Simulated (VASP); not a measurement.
**W: density of states with PBE**

W:

```
W
1.0
     2.77646    0.00000    0.00000
    -1.38823    2.40449    0.00000
     0.00000    0.00000    4.95127
W
2
Direct
  0.33333 0.66667 0.75000
  0.66667 0.33333 0.25000
```

```json
{
  "Program": "VASP 6.6.1",
  "Task": "density of states",
  "Functional": "PBE",
  "Potentials or basis": "VASP PAW PBE potentials, release 64 (W_sv)",
  "Cutoff": "520 eV",
  "k mesh": "18 × 18 × 10",
  "Occupations": "gaussian, width 0.05 eV",
  "Spin": "no spin polarisation",
  "Dipole correction": "no",
  "k mesh for the DOS": "27 × 27 × 15",
  "Occupations for the DOS": "tetrahedron",
  "Further INCAR settings": "ALGO = Fast; EDIFF = 1e-06"
}
```

```json
{
  "Valence electrons inside the program's atomic spheres": "W 12.03"
}
```

Levels at points of the mesh, in eV from the Fermi level:
| k point | band 12 | band 13 | band 14 | band 15 | band 16 | band 17 |
| --- | --- | --- | --- | --- | --- | --- |
| (0.00, 0.00, 0.00) | -0.42 | -0.42 | -0.32 | 0.14 | 0.14 | 2.00 |

Run time: 2.1 min on 1 thread of Intel(R) Xeon(R) 6975P-C (Granite Rapids), on a shared host, peak memory 0.4 GiB.

Caveat: spin-orbit coupling is left out, which moves the levels of the heavy elements.
